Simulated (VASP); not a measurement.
**Co: single point with r2SCAN**

Crystal: Co.

```
Co
1.0
     2.35118    0.00000    0.00000
    -1.17559    2.03619    0.00000
     0.00000    0.00000    7.66167
Co
4
Direct
  0.00000 0.00000 0.00000
  0.00000 0.00000 0.50000
  0.33333 0.66667 0.25000
  0.66667 0.33333 0.75000
```

```yaml
Program: VASP 6.6.1
Task: single point
Functional: r2SCAN
Potentials_or_basis: VASP PAW PBE potentials, release 64 (Co)
Cutoff: 520 eV
k_mesh: 17 × 17 × 5
Occupations: fermi-dirac, width 0.1 eV
Spin: no spin polarisation
Dipole_correction: no
Further_INCAR_settings: ALGO = Normal; EDIFF = 1e-07; NBANDS = 26
```

```json
{"Pressure": "28.7 GPa", "Band gap on the k mesh": "zero (bands 18 and 19 overlap by 1.28 eV)"}
```

Stress tensor (GPa, compression positive):
```
28.59  0.00  0.00
 0.00 28.59  0.00
 0.00  0.00 28.77
```

Levels at points of the mesh, in eV from the Fermi level:
| k point | band 15 | band 16 | band 17 | band 18 | band 19 | band 20 | band 21 | band 22 |
| --- | --- | --- | --- | --- | --- | --- | --- | --- |
| (0.00, 0.00, 0.00) | -1.95 | -1.09 | -1.09 | -0.61 | -0.61 | -0.33 | -0.25 | -0.25 |

Wall time 12 min on 1 thread of Intel Xeon 8259CL, on a shared host, peak memory 0.21 GiB.

Caveat: the cell stands under pressure; the PAW data sets were made with another functional, which shifts forces and pressure a little; the run has no spin polarisation, though such a crystal can be magnetic. Spin polarisation is off, so any magnetic state and its effect on volume and gap are missing.
